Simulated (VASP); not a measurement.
CdS, 2 atoms in the cell. The structure is cubic, space group F-43m (No. 216). Conventional cell: a = 6.212 Å, b = 6.212 Å, c = 6.212 Å, α = 90.00°, β = 90.00°, γ = 90.00°. Cd (site symmetry -43m) has 4 S at 2.69 Å within 3.5 Å. S (site symmetry -43m) has 4 Cd at 2.69 Å within 3.5 Å.  This cell differs from its parent crystal: strain +5.7%.

```yaml
Program: VASP 6.6.1
Task: single point
Functional: PBE
Potentials_or_basis: VASP PAW PBE potentials, release 64 (Cd, S)
Cutoff: 520 eV
k_mesh: 8 × 8 × 8
Occupations: fermi-dirac, width 0.02 eV
Spin: no spin polarisation
Dipole_correction: no
Further_INCAR_settings: ALGO = Normal; EDIFF = 1e-07; NBANDS = 16
```

Potentials or basis: VASP PAW PBE potentials, release 64 (Cd, S).

Run with:

```bash
$ cat potpaw_PBE.64/Cd/POTCAR potpaw_PBE.64/S/POTCAR > POTCAR
$ mpirun -np 1 vasp_std > vasp.out
```

Hardware: 1 thread of AMD EPYC 7R13 Processor (Zen 3) (shared host).

**Question.** Estimate the wall time of this run.

**Answer.** It took 32 s on 1 thread of AMD EPYC 7R13 Processor (Zen 3) (shared host), peak memory 0.18 GiB. Counts: scf iterations 14, k points 29.
